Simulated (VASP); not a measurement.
Wanted: the native input for a VASP 6.6.1 run.

- Task: single point
- Functional: LDA
- Potentials or basis: VASP PAW LDA potentials, release 64 (C)
- Cutoff: 520 eV
- k mesh: 12 × 12 × 8
- Occupations: gaussian, width 0.01 eV
- Spin: no spin polarisation
- Dipole correction: no
- Further INCAR settings: ALGO = Normal; EDIFF = 1e-06; NBANDS = 11

The structure of C lies in POSCAR:

```
C
1.0
    2.1273203072     -1.2282824400      0.0000000000
    2.1273203072      1.2282824400      0.0000000000
   -1.3790696309      0.0000000000      3.5028300786
C
2
Direct
    0.1666444700      0.1666444700      0.9999069600
    0.8333555300      0.8333555300      0.0000930400
```

The input as run:

INCAR

```
ALGO     = Normal         # electronic algorithm
EDIFF    = 1E-6           # SCF threshold, eV
ENCUT    = 520            # plane-wave cutoff, eV
ISIF     = 2              # what is computed and relaxed
ISMEAR   = 0              # smearing method
LASPH    = T              # aspherical terms in the spheres
LCHARG   = F              # write CHGCAR
LREAL    = F              # projectors in reciprocal space
LWAVE    = F              # write WAVECAR
NBANDS   = 11             # bands
NELM     = 80             # most SCF steps
PREC     = Accurate       # precision mode
SIGMA    = 0.01           # smearing width, eV
```

KPOINTS

```
k-points
0
Gamma
  12 12 8
```

Potentials or basis: VASP PAW LDA potentials, release 64 (C).

The run is started by

```sh
$ cat potpaw_LDA.64/C/POTCAR > POTCAR
$ mpirun -np 1 vasp_std > vasp.out
```

It gave:

| Item | Value |
| --- | --- |
| Pressure | -3.4 GPa |
| Largest force | 0.011 eV/Å |
| Band gap on the k mesh | 0.48 eV, indirect (least direct gap 0.51 eV) |

Run time: 32 s on 1 thread of Intel(R) Xeon(R) Platinum 8488C (Sapphire Rapids), with other jobs on the host, peak memory 0.15 GiB.
